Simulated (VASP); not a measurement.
Set up this calculation in VASP 6.6.1, as the native input.

| Item | Value |
| --- | --- |
| Task | single point |
| Functional | PBEsol |
| Potentials or basis | VASP PAW PBE potentials, release 64 (Al) |
| Cutoff | 520 eV |
| k mesh | 14 × 14 × 14 |
| Occupations | fermi-dirac, width 0.1 eV |
| Spin | no spin polarisation |
| Dipole correction | no |
| Further INCAR settings | ALGO = Normal; EDIFF = 1e-06; NBANDS = 8 |

The structure of Al lies in POSCAR:

```
Al
1.0
   -1.5912200000      1.5912200000      1.5912200000
    1.5912200000     -1.5912200000      1.5912200000
    1.5912200000      1.5912200000     -1.5912200000
Al
1
Direct
    0.0000000000      0.0000000000      0.0000000000
```

The input as run:

INCAR

```
PREC     = Accurate       # precision mode
ENCUT    = 520            # plane-wave cutoff, eV
EDIFF    = 1E-6           # SCF threshold, eV
ISMEAR   = -1             # smearing method
SIGMA    = 0.1            # smearing width, eV
LREAL    = False          # projectors in reciprocal space
LASPH    = True           # aspherical terms in the spheres
NELM     = 100            # most SCF steps
ALGO     = Normal         # electronic algorithm
ISIF     = 2              # what is computed and relaxed
LWAVE    = False          # write WAVECAR
LCHARG   = False          # write CHGCAR
GGA      = PS             # functional
NBANDS   = 8              # bands
```

KPOINTS

```
regular mesh
0
Gamma
  14 14 14
```

Potentials or basis: VASP PAW PBE potentials, release 64 (Al).

Command:

```sh
$ cat potpaw_PBE.64/Al/POTCAR > POTCAR
$ mpirun -np 1 vasp_std > vasp.out
```

Results of the run:

```yaml
Pressure: 2.4 GPa
```

Caveat: the PAW data sets were made with another functional, which shifts forces and pressure a little.

Wall time 9 s on 1 thread of Intel(R) Xeon(R) Platinum 8488C (Sapphire Rapids), with other jobs on the host, peak memory 0.12 GiB.
